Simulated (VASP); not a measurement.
Wanted: the native input for a VASP 6.6.1 run.

- Task: single point
- Functional: LDA
- Potentials or basis: VASP PAW LDA potentials, release 64 (Ti_sv, C)
- Cutoff: 520 eV
- k mesh: 16 × 16 × 16
- Occupations: gaussian, width 0.1 eV
- Spin: no spin polarisation
- Dipole correction: no
- Further INCAR settings: ALGO = Normal; EDIFF = 1e-06; NBANDS = 15

The structure of TiC lies in POSCAR:

```
TiC
1.0
    0.0000000000      2.1304114056      2.1304114056
    2.1304114056      0.0000000000      2.1304114056
    2.1304114056      2.1304114056      0.0000000000
Ti C
1 1
Direct
    0.0000000000      0.0000000000      0.0000000000
    0.5000000000      0.5000000000      0.5000000000
```

The input as run:

INCAR

```
SYSTEM = TiC
  ALGO = Normal
  EDIFF = 1E-6
  ENCUT = 520
  GGA = CA
  ISIF = 2
  ISMEAR = 0
  LASPH = .TRUE.
  LCHARG = .FALSE.
  LREAL = .FALSE.
  LWAVE = .FALSE.
  NBANDS = 15
  NELM = 80
  PREC = Accurate
  SIGMA = 0.1
```

KPOINTS

```
k-points
0
G
  16 16 16
  0 0 0
```

Potentials or basis: VASP PAW LDA potentials, release 64 (Ti_sv, C).

Command:

```console
$ cat potpaw_LDA.64/Ti_sv/POTCAR potpaw_LDA.64/C/POTCAR > POTCAR
$ mpirun -np 1 vasp_std > vasp.out
```

It gave:

| Quantity | Value |
| --- | --- |
| Pressure | 0.7 GPa |
| Band gap on the k mesh | zero (band 8 reaches 10.47 eV, above the bottom of band 9 at 9.41 eV) |

It took 23 s on 1 thread of Intel(R) Xeon(R) Platinum 8488C (Sapphire Rapids) (shared host), peak memory 0.16 GiB.
